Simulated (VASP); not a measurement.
# ZrAs5 (F-43m) in VASP: notebook

ZrAs5 is run at these levels: LDA; tasks: single point, relaxation of cell and atoms.

Program: VASP 6.6.1. These are calculated values, not measurements. Logs are shortened: lines on timing, memory, paths and dates and some standing lists are left out, and cuts for length are marked.

## 1. The cell of the first run

It takes space group F-43m (No. 216, cubic). The conventional cell has a = 7.624 Å, b = 7.624 Å, c = 7.624 Å, α = 90.00°, β = 90.00°, γ = 90.00°. As (site symmetry -43m) has 12 As at 3.16 Å and 4 Zr at 3.30 Å within 4.2 Å. Within 3.6 Å of As (site symmetry 3m) lie 9 As at 2.69 to 3.16 Å and 3 Zr at 3.16 Å. Zr (site symmetry -43m) has 16 As at 3.16 to 3.30 Å within 4.2 Å.

## 2. Single point, LDA

File INCAR:

```
SYSTEM = ZrAs5
PREC = Accurate
ENCUT = 520
EDIFF = 1E-6
ISMEAR = -1
SIGMA = 0.1
LREAL = .FALSE.
LASPH = .TRUE.
NELM = 60
ALGO = Normal
ISIF = 2
LWAVE = .FALSE.
LCHARG = .TRUE.
LELF = .TRUE.
LVHAR = .TRUE.
NBANDS = 28
```

File KPOINTS:

```
Automatic mesh
0
G
  8 8 8
  0 0 0
```

File POSCAR:

```
ZrAs5
1.0
    0.0000000000      3.8117800624      3.8117800624
    3.8117800624      0.0000000000      3.8117800624
    3.8117800624      3.8117800624      0.0000000000
As Zr
5 1
Direct
    0.2500000000      0.2500000000      0.2500000000
    0.6251373065      0.6251373065      0.6251373065
    0.1245880806      0.6251373065      0.6251373065
    0.6251373065      0.6251373065      0.1245880806
    0.6251373065      0.1245880806      0.6251373065
    0.0000000000      0.0000000000      0.0000000000
```

Potentials or basis: VASP PAW LDA potentials, release 64 (As, Zr_sv).

Run with:

```sh
cat potpaw_LDA.64/As/POTCAR potpaw_LDA.64/Zr_sv/POTCAR > POTCAR
mpirun -np 1 vasp_std > vasp.out
```

OUTCAR:

```text
SYSTEM = ZrAs5
   PREC = Accurate
   ENCUT = 520
   EDIFF = 1E-6
   ISMEAR = -1
   LREAL = .FALSE.
   LASPH = .TRUE.
   NELM = 60
   ISIF = 2

 ion  position               nearest neighbor table
   1  0.250  0.250  0.250-   6 3.30   6 3.30   6 3.30   6 3.30
   2  0.625  0.625  0.625-   3 2.69   4 2.69   5 2.69   4 2.70   5 2.70   3 2.70   6 3.16   6 3.16
                             6 3.16
   3  0.125  0.625  0.625-   2 2.69   4 2.69   5 2.69   2 2.70   4 2.70   5 2.70   6 3.16   6 3.16
                             6 3.16
   4  0.625  0.625  0.125-   2 2.69   3 2.69   5 2.69   2 2.70   5 2.70   3 2.70   6 3.16   6 3.16
                             6 3.16
   5  0.625  0.125  0.625-   2 2.69   3 2.69   4 2.69   4 2.70   2 2.70   3 2.70   6 3.16   6 3.16
                             6 3.16
   6  0.000  0.000  0.000-   3 3.16   4 3.16   5 3.16   2 3.16   2 3.16   2 3.16   5 3.16   3 3.16
                             5 3.16   4 3.16   3 3.16   4 3.16   1 3.30   1 3.30   1 3.30   1 3.30

  LATTYP: Found a face centered cubic cell.
 ALAT       =     7.6235601248

  Lattice vectors:

 A1 = (   0.0000000000,   3.8117800624,   3.8117800624)
 A2 = (   3.8117800624,   0.0000000000,   3.8117800624)
 A3 = (   3.8117800624,   3.8117800624,   0.0000000000)

Analysis of symmetry for initial positions (statically):
=====================================================================
 Subroutine PRICEL returns:
 Original cell was already a primitive cell.

 Routine SETGRP: Setting up the symmetry group for a
 face centered cubic supercell.

 Subroutine GETGRP returns: Found 24 space group operations
 (whereof 24 operations were pure point group operations)
 out of a pool of 48 trial point group operations.

The static configuration has the point symmetry T_d .

Analysis of symmetry for dynamics (positions and initial velocities):
=====================================================================
 Subroutine PRICEL returns:
 Original cell was already a primitive cell.

 Routine SETGRP: Setting up the symmetry group for a
 face centered cubic supercell.

 Subroutine GETGRP returns: Found 24 space group operations
 (whereof 24 operations were pure point group operations)
 out of a pool of 48 trial point group operations.

The dynamic configuration has the point symmetry T_d .

 Subroutine INISYM returns: Found 24 space group operations
 (whereof 24 operations are pure point group operations),
 and found     1 'primitive' translations

----------------------------------------------------------------------------------------

                                     Primitive cell

  volume of cell :     110.7678

  direct lattice vectors                    reciprocal lattice vectors
     0.000000000  3.811780062  3.811780062    -0.131172311  0.131172311  0.131172311
     3.811780062  0.000000000  3.811780062     0.131172311 -0.131172311  0.131172311
     3.811780062  3.811780062  0.000000000     0.131172311  0.131172311 -0.131172311

  length of vectors
     5.390671061  5.390671061  5.390671061     0.227197107  0.227197107  0.227197107

  position of ions in fractional coordinates (direct lattice)
     0.250000000  0.250000000  0.250000000
     0.625137307  0.625137307  0.625137307
     0.124588081  0.625137307  0.625137307
     0.625137307  0.625137307  0.124588081
     0.625137307  0.124588081  0.625137307
     0.000000000  0.000000000  0.000000000

  ion indices of the primitive-cell ions
   primitive index   ion index
                 1           1
                 2           2
                 3           3
                 4           4
                 5           5
                 6           6

----------------------------------------------------------------------------------------

 KPOINTS: Automatic mesh

Automatic generation of k-mesh.
 Grid dimensions read from file:
 generate k-points for:    8    8    8

 Generating k-lattice:

  Cartesian coordinates                     Fractional coordinates (reciprocal lattice)
    -0.016396539  0.016396539  0.016396539     0.125000000  0.000000000  0.000000000
     0.016396539 -0.016396539  0.016396539     0.000000000  0.125000000  0.000000000
     0.016396539  0.016396539 -0.016396539     0.000000000  0.000000000  0.125000000

  Length of vectors
     0.028399638  0.028399638  0.028399638

  Shift w.r.t. Gamma in fractional coordinates (k-lattice)
     0.000000000  0.000000000  0.000000000

 Subroutine IBZKPT returns following result:
 ===========================================

 Found     29 irreducible k-points:

 Following reciprocal coordinates:
            Coordinates               Weight
  0.000000  0.000000  0.000000      1.000000
  0.125000  0.000000  0.000000      8.000000
  0.250000  0.000000  0.000000      8.000000
  0.375000  0.000000  0.000000      8.000000
  0.500000  0.000000  0.000000      4.000000
  0.125000  0.125000  0.000000      6.000000
[... 16 lines left out ...]
  0.500000  0.250000  0.125000     48.000000
 -0.375000  0.250000  0.125000     24.000000
 [... further k-points ...]
   k-points           NKPTS =     29   k-points in BZ     NKDIM =     29   number of bands    NBANDS=     28
   number of dos      NEDOS =    301   number of ions     NIONS =      6
   total plane-waves  NPLWV =  64000
   dimension x,y,z NGX =    40 NGY =   40 NGZ =   40
   dimension x,y,z NGXF=    80 NGYF=   80 NGZF=   80
   ions per type =               5   1
   NGX,Y,Z   is equivalent  to a cutoff of  12.34, 12.34, 12.34 a.u.
   NGXF,Y,Z  is equivalent  to a cutoff of  24.67, 24.67, 24.67 a.u.
 SYSTEM =  ZrAs5
   PREC   = accura    normal or accurate (medium, high low for compatibility)
   ISTART =      0    job   : 0-new  1-cont  2-samecut
   ICHARG =      2    charge: 1-file 2-atom 10-const
   ISPIN  =      1    spin polarized calculation?
   LNONCOLLINEAR =      F non collinear calculations
   LSORBIT =      F    spin-orbit coupling
   LASPH  =      T    aspherical Exc in radial PAW
   ENCUT  =  520.0 eV  38.22 Ry    6.18 a.u.  10.02 10.02 10.02*2*pi/ulx,y,z
   NELM   =     60;   NELMIN=  2; NELMDL= -5     # of ELM steps
   EDIFF  = 0.1E-05   stopping-criterion for ELM
   LREAL  =      F    real-space projection
   EDIFFG = 0.1E-04   stopping-criterion for IOM
   NSW    =      0    number of steps for IOM
   IBRION =     -1    ionic relax: 0-MD 1-quasi-New 2-CG
   NFREE  =      0    steps in history (QN), initial steepest desc. (CG)
   ISIF   =      2    stress and relaxation
   ISYM   =      2    0-nonsym 1-usesym 2-fastsym
   POTIM  = 0.5000    time-step for ionic-motion
   TEBEG  =    0.0;   TEEND  =   0.0 temperature during run
   PSTRESS=    0.0 pullay stress
   NELECT =      37.0000    total number of electrons
   NUPDOWN=      -1.0000    fix difference up-down
   EMIN   =  10.00;   EMAX   =-10.00  energy-range for DOS
   EFERMI =   0.00;   METHOD = LEGACY
   ISMEAR =    -1;   SIGMA  =   0.10  broadening in eV -4-tet -1-fermi 0-gaus
   EFERMI_NEDOS =   21; number of points for ismear=-14 and -15
   IALGO  =     38    algorithm
   IMIX   =      4    mixing-type and parameters
     AMIX     =   0.40;   BMIX     =  1.00
     AMIX_MAG =   1.60;   BMIX_MAG =  1.00
  volume/ion in A,a.u.               =      18.46       124.58
  Fermi-wavevector in a.u.,A,eV,Ry     =   1.135893  2.146527 17.554969  1.290254
  Thomas-Fermi vector in A             =   2.272598
   LORBIT       =      0    0 simple, 1 ext, 2 COOP (PROOUT), +10 PAW based schemes
   GGA     = CA    functional components
   LHFCALC =     F    Hartree Fock is set to
   AEXX    =    0.0000 exact exchange contribution
   IVDW    =     0    specifies the selected vdW correction
   LEPSILON=     F    determine dielectric tensor
   LRPA    =     F    only Hartree local field effects (RPA)
 non-spin polarized calculation
  energy-cutoff  :      520.00
  volume of cell :      110.77
 maximum number of plane-waves:      2998
   NGX = 21   NGY = 21   NGZ = 21

 number of electron      36.9999995 magnetization

 Free energy of the ion-electron system (eV)
  ---------------------------------------------------
  ext. energy  EPLUGINS =         0.00000000
  ---------------------------------------------------
  free energy    TOTEN  =       -35.49030118 eV

  energy without entropy =      -35.39787921  energy(sigma->0) =      -35.44409019

 E-fermi :   8.0554     XC(G=0): -11.2355

 val. band max:        8.0461944000   @ k =   0.3750   0.2500   0.0000
 cond. band min:       8.2119113226   @ k =   0.5000   0.2500   0.1250
 fundamental gap:      0.1657169226
 Fermi energy:         8.0554178043

 k-point     1 :       0.0000    0.0000    0.0000
  band No.  band energies     occupation
      1     -41.5559      2.00000
      2     -19.6995      2.00000
      3     -19.6995      2.00000
      4     -19.6995      2.00000
      5      -7.6609      2.00000
      6      -1.9470      2.00000
[... 20 lines left out ...]
     27      11.8886      0.00000
     28      13.1385      0.00000

 k-point     2 :       0.1250    0.0000    0.0000
  band No.  band energies     occupation
      1     -41.5559      2.00000
      2     -19.7008      2.00000
      3     -19.6997      2.00000
      4     -19.6997      2.00000
      5      -7.5581      2.00000
      6      -2.5564      2.00000
[... 20 lines left out ...]
     27      11.9199      0.00000
     28      12.1521      0.00000

 k-point     3 :       0.2500    0.0000    0.0000
  band No.  band energies     occupation
      1     -41.5559      2.00000
      2     -19.7037      2.00000
      3     -19.7001      2.00000
      4     -19.7001      2.00000
      5      -7.2621      2.00000
      6      -3.6289      2.00000
[... 20 lines left out ...]
     27      11.9984      0.00000
     28      12.1058      0.00000

 k-point     4 :       0.3750    0.0000    0.0000
  band No.  band energies     occupation
      1     -41.5558      2.00000
      2     -19.7066      2.00000
      3     -19.7004      2.00000
      4     -19.7004      2.00000
      5      -6.8323      2.00000
      6      -4.5788      2.00000
[... 578 lines left out ...]
     27      12.0029      0.00000
     28      12.5654      0.00000

 k-point    23 :       0.5000    0.2500    0.1250
  band No.  band energies     occupation
      1     -41.5558      2.00000
      2     -19.7060      2.00000
      3     -19.7024      2.00000
      4     -19.7010      2.00000
      5      -6.5831      2.00000
      6      -4.6514      2.00000
[... 20 lines left out ...]
     27      11.4918      0.00000
     28      11.9971      0.00000

 k-point    24 :      -0.3750    0.2500    0.1250
  band No.  band energies     occupation
      1     -41.5558      2.00000
      2     -19.7067      2.00000
      3     -19.7027      2.00000
      4     -19.7013      2.00000
      5      -6.2934      2.00000
      6      -5.0605      2.00000
[... 20 lines left out ...]
     27      11.3397      0.00000
     28      11.6463      0.00000

 [... further k-points ...]
[... 5 lines left out ...]
  --------------------------------------------------------------------------------------
  -------------------------------------------------------------------------------------
  Total        0.2919264      0.2919264      0.2919264      0.0000000      0.0000000      0.0000000
  in kB        4.2225080      4.2225080      4.2225080      0.0000000      0.0000000      0.0000000
  external PRESSURE =       4.2225080 kB  Pullay stress =       0.0000000 kB

 VOLUME and BASIS-vectors are now :
 -----------------------------------------------------------------------------
  energy-cutoff  :      520.00
  volume of cell :      110.77
      direct lattice vectors                 reciprocal lattice vectors
     0.000000000  3.811780062  3.811780062    -0.131172311  0.131172311  0.131172311
     3.811780062  0.000000000  3.811780062     0.131172311 -0.131172311  0.131172311
     3.811780062  3.811780062  0.000000000     0.131172311  0.131172311 -0.131172311

 POSITION                                       TOTAL-FORCE (eV/Angst)
 -----------------------------------------------------------------------------------
      1.90589      1.90589      1.90589        -0.000000      0.000000      0.000000
      4.76577      4.76577      4.76577        -0.002564     -0.002564     -0.002564
      4.76577      2.85779      2.85779        -0.002564      0.002564      0.002564
      2.85779      2.85779      4.76577         0.002564      0.002564     -0.002564
      2.85779      4.76577      2.85779         0.002564     -0.002564      0.002564
      0.00000      0.00000      0.00000        -0.000000      0.000000      0.000000
 -----------------------------------------------------------------------------------
    total drift:                               -0.000000     -0.000000     -0.000000

  FREE ENERGIE OF THE ION-ELECTRON SYSTEM (eV)
  ---------------------------------------------------
  free  energy   TOTEN  =       -35.4903011799 eV

  energy  without entropy=      -35.3978792059  energy(sigma->0) =      -35.44409019
```

It took 40 s on 1 thread of Intel Xeon 6975P-C (Granite Rapids), shared host; peak memory 0.23 GiB.

Results:

```yaml
Free_energy: -35.4903 eV
Pressure: 0.4 GPa
Largest_force: 0.004 eV/Å
```

Forces in eV/Å, atoms in the order of the input:
```
As   0.000  0.000  0.000
As  -0.003 -0.003 -0.003
As  -0.003  0.003  0.003
As   0.003  0.003 -0.003
As   0.003 -0.003  0.003
Zr   0.000  0.000  0.000
```

## 3. Relaxation of cell and atoms, LDA

This run uses another cell than the first one, of 20.32 Å³/atom, 1.101 times its volume.

File INCAR:

```
PREC = Accurate
ENCUT = 600
EDIFF = 1E-6
ISMEAR = -1
SIGMA = 0.1
LREAL = F
LASPH = T
NELM = 100
ALGO = Normal
ISIF = 3
LWAVE = F
LCHARG = F
IBRION = 2
NSW = 80
EDIFFG = -0.01
```

File KPOINTS:

```
Automatic mesh
0
Gamma
  8 8 8
```

File POSCAR:

```
ZrAs5
1.0
    0.0000000000      3.9356680000      3.9356680000
    3.9356680000      0.0000000000      3.9356680000
    3.9356680000      3.9356680000      0.0000000000
As Zr
5 1
Direct
    0.2500000000      0.2500000000      0.2500000000
    0.6250000000      0.6250000000      0.6250000000
    0.1250000000      0.6250000000      0.6250000000
    0.6250000000      0.6250000000      0.1250000000
    0.6250000000      0.1250000000      0.6250000000
    0.0000000000      0.0000000000      0.0000000000
```

Potentials or basis: VASP PAW LDA potentials, release 64 (As, Zr_sv).

Run with:

```sh
cat potpaw_LDA.64/As/POTCAR potpaw_LDA.64/Zr_sv/POTCAR > POTCAR
mpirun -np 1 vasp_std > vasp.out
```

OUTCAR:

```text
PREC = Accurate
   ENCUT = 600
   EDIFF = 1E-6
   ISMEAR = -1
   LREAL = F
   LASPH = T
   NELM = 100
   ISIF = 3
   IBRION = 2
   NSW = 80
   EDIFFG = -0.01

 ion  position               nearest neighbor table
   1  0.250  0.250  0.250-   6 3.41   6 3.41   6 3.41   6 3.41
   2  0.625  0.625  0.625-   3 2.78   4 2.78   5 2.78   4 2.78   5 2.78   3 2.78   6 3.26   6 3.26
                             6 3.26
   3  0.125  0.625  0.625-   2 2.78   4 2.78   5 2.78   2 2.78   4 2.78   5 2.78   6 3.26   6 3.26
                             6 3.26
   4  0.625  0.625  0.125-   2 2.78   2 2.78   3 2.78   5 2.78   5 2.78   3 2.78   6 3.26   6 3.26
                             6 3.26
   5  0.625  0.125  0.625-   2 2.78   4 2.78   2 2.78   3 2.78   4 2.78   3 2.78   6 3.26   6 3.26
                             6 3.26
   6  0.000  0.000  0.000-   5 3.26   3 3.26   2 3.26   4 3.26   4 3.26   4 3.26   2 3.26   3 3.26
                             5 3.26   3 3.26   2 3.26   5 3.26   1 3.41   1 3.41   1 3.41   1 3.41

[... 276 lines left out ...]
  ext. energy  EPLUGINS =         0.00000000
  ---------------------------------------------------
  free energy    TOTEN  =       -35.49159772 eV

  energy without entropy =      -35.39902387  energy(sigma->0) =      -35.44531080

 E-fermi :   7.9999     XC(G=0): -11.2160

 val. band max:        7.9924166388   @ k =   0.3750   0.2500   0.0000
 cond. band min:       8.1552048087   @ k =   0.5000   0.2500   0.1250
 fundamental gap:      0.1627881699
 Fermi energy:         7.9999318571

 k-point     1 :       0.0000    0.0000    0.0000
  band No.  band energies     occupation
      1     -41.6185      2.00000
      2     -19.7603      2.00000
      3     -19.7603      2.00000
      4     -19.7603      2.00000
      5      -7.6752      2.00000
      6      -1.9914      2.00000
[... 589 lines left out ...]
     21       8.9507      0.00015
     22       9.2778      0.00001

 [... further k-points ...]
[... 5 lines left out ...]
  --------------------------------------------------------------------------------------
  -------------------------------------------------------------------------------------
  Total       -0.0250298     -0.0250298     -0.0250298     -0.0000000     -0.0000000      0.0000000
  in kB       -0.3604481     -0.3604481     -0.3604481     -0.0000000     -0.0000000      0.0000000
  external PRESSURE =      -0.3604481 kB  Pullay stress =       0.0000000 kB
[... 21 lines left out ...]
  FREE ENERGIE OF THE ION-ELECTRON SYSTEM (eV)
  ---------------------------------------------------
  free  energy   TOTEN  =       -35.4915977230 eV

  energy  without entropy=      -35.3990238703  energy(sigma->0) =      -35.44531080

 reached required accuracy - stopping structural energy minimisation
```

CONTCAR:

```text
ZrAs5
   1.00000000000000
    -0.0000000000000000    3.8173780956955210    3.8173780956955210
     3.8173780956955210   -0.0000000000000000    3.8173780956955210
     3.8173780956955210    3.8173780956955210   -0.0000000000000000
  As              Zr
     5     1
Direct
     0.2500000000000000    0.2500000000000000    0.2500000000000000
     0.6250887955033387    0.6250887955033387    0.6250887955033387
     0.1247336134899836    0.6250887955033387    0.6250887955033387
     0.6250887955033387    0.6250887955033387    0.1247336134899836
     0.6250887955033387    0.1247336134899836    0.6250887955033387
     0.0000000000000000    0.0000000000000000    0.0000000000000000

  0.00000000E+00  0.00000000E+00  0.00000000E+00
  0.00000000E+00  0.00000000E+00  0.00000000E+00
  0.00000000E+00  0.00000000E+00  0.00000000E+00
  0.00000000E+00  0.00000000E+00  0.00000000E+00
  0.00000000E+00  0.00000000E+00  0.00000000E+00
  0.00000000E+00  0.00000000E+00  0.00000000E+00
```

Run time: 1.9 min. Hardware: 1 thread of Intel Xeon 6975P-C (Granite Rapids), shared host; peak memory 0.31 GiB.

Results:

| Property | Result |
| --- | --- |
| Free energy | -35.4916 eV |
| Relaxed volume | 18.54 Å³/atom |
| Relaxed cell | a = 5.399 Å, b = 5.399 Å, c = 5.399 Å, α = 60.00°, β = 60.00°, γ = 60.00° |
| Space group after relaxing (to 0.05 Å) | F-43m (No. 216) |
| Energy gained by relaxing | 47.2 meV/atom |
| Ionic steps | 3 |
| Pressure after relaxing | 0.0 GPa |

The path:
| step | energy change (eV) | largest force (eV/Å) | pressure (GPa) | volume (Å³) |
| --- | --- | --- | --- | --- |
| 1 | 0.0000 | 0.0412 | -7.82 | 121.92 |
| 2 | -0.1694 | 0.0310 | 6.40 | 105.25 |
| 3 | -0.2831 | 0.0074 | -0.04 | 111.26 |

Final structure:
```yaml
crystal:
  lattice:
    - [0.00000, 3.81738, 3.81738]
    - [3.81738, 0.00000, 3.81738]
    - [3.81738, 3.81738, 0.00000]
  atoms:
    - { symbol: As, position: [0.25000, 0.25000, 0.25000] }
    - { symbol: As, position: [0.62509, 0.62509, 0.62509] }
    - { symbol: As, position: [0.12473, 0.62509, 0.62509] }
    - { symbol: As, position: [0.62509, 0.62509, 0.12473] }
    - { symbol: As, position: [0.62509, 0.12473, 0.62509] }
    - { symbol: Zr, position: [0.00000, 0.00000, 0.00000] }
```

Levels at points of the mesh, in eV from the Fermi level:
```tsv
k point	band 14	band 15	band 16	band 17	band 18	band 19	band 20	band 21	band 22
(0.00, 0.00, 0.00)	-4.36	-4.36	-1.41	-1.41	-1.41	1.67	1.95	1.95	1.95
(0.50, 0.00, 0.00)	-3.01	-2.20	-1.68	-1.68	-1.33	0.32	0.72	0.72	1.03
(0.50, 0.50, 0.00)	-2.51	-2.04	-1.93	-1.93	-1.31	-0.87	-0.46	-0.14	-0.14
```

Caveat: the bands computed are all filled at some k points, so no gap is given.
